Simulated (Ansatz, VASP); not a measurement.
## One calculation of SiC, two programs

The input INCAR:

```
SYSTEM = SiC
ALGO = Normal
EDIFF = 1E-7
ENCUT = 520
GGA = PE
ISIF = 2
ISMEAR = -1
LASPH = .TRUE.
LCHARG = .FALSE.
LREAL = .FALSE.
LWAVE = .FALSE.
NBANDS = 11
NELM = 80
PREC = Accurate
SIGMA = 0.1
```

Contents of KPOINTS:

```
k-points
0
G
  17 17 17
  0 0 0
```

File POSCAR:

```
SiC
1.0
    0.0000000000      1.8679498159      1.8679498159
    1.8679498159      0.0000000000      1.8679498159
    1.8679498159      1.8679498159      0.0000000000
Si C
1 1
Direct
    0.0000000000      0.0000000000      0.0000000000
    0.5000000000      0.5000000000      0.5000000000
```

Input for Ansatz:

```yaml
crystal:
  lattice:
    - [0.0, 1.8679498159, 1.8679498159]
    - [1.8679498159, 0.0, 1.8679498159]
    - [1.8679498159, 1.8679498159, 0.0]
  atoms:
    - { symbol: Si, position: [0.0, 0.0, 0.0] }
    - { symbol: C, position: [0.5, 0.5, 0.5] }
kpoints:
  mp_grid: { grid: [17, 17, 17] }
scf:
  occupations: { method: fermi_dirac, width: 0.1 }
hamiltonian:
  xc: pbe
  pseudopotentials: { kind: paw }
output:
  forces: true
  stress: true
  eigenvalues: true
```

Change from the starting cell: volume scaled by 0.78, to set the pressure.

Alike in both runs: task single point; functional PBE; k mesh 17 × 17 × 17; occupations fermi-dirac, width 0.1 eV; no spin polarisation.

|  | VASP | Ansatz |
| --- | --- | --- |
| version | VASP 6.6.1 | Ansatz 0.2.0 |
| potentials or method | VASP PAW PBE potentials, release 64 (Si, C) | PAW with Ansatz's default frozen-core files, scalar-relativistic |
| plane-wave cutoff (eV) | 520 | 420 |
| valence electrons in the cell | 8 | 8 |

Ansatz gave:

| Property | Result |
| --- | --- |
| pressure (GPa) | 104.6 |

Estimate VASP's values.

pressure (GPa): 104.4.

Both programs put the cell under a high pressure, so it lies far from rest at this level.

Noted on VASP's run: the cell as given lies far from equilibrium.
